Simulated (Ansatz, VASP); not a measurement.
## C in VASP and in Ansatz

```xyz
6
Lattice="2.4988 0.0000 0.0000 -1.2494 2.1640 0.0000 0.0000 0.0000 6.2413" Properties=species:S:1:pos:R:3 pbc="T T T"
C     0.0000    0.0000    0.0000
C     0.0000    0.0000    1.5603
C     0.0000    1.4427    2.0804
C     0.0000    1.4427    3.6407
C     1.2494    0.7213    4.1608
C     1.2494    0.7213    5.7211
```

Alike in both runs: task relaxation of cell and atoms; functional PBEsol; k mesh 12 × 12 × 4; occupations gaussian, width 0.02 eV; no spin polarisation.

```csv
,VASP,Ansatz
version,VASP 6.6.1,Ansatz 0.2.0
potentials or method,"VASP PAW PBE potentials, release 64 (C), cutoff 600 eV","scalar-relativistic, plane waves, PAW"
valence electrons in the cell,24,24
```

```csv
,VASP,Ansatz,Ansatz less VASP
"gap on the k mesh at the Fermi level, each at its own relaxed structure (eV)",4.10,4.11,+0.007
relaxed volume (Å³/atom),5.62,5.61,-0.006
relaxed cell length with the largest relative difference (Å),6.158,6.155,-0.0027
```

VASP's potentials were made for PBE, not for PBEsol.
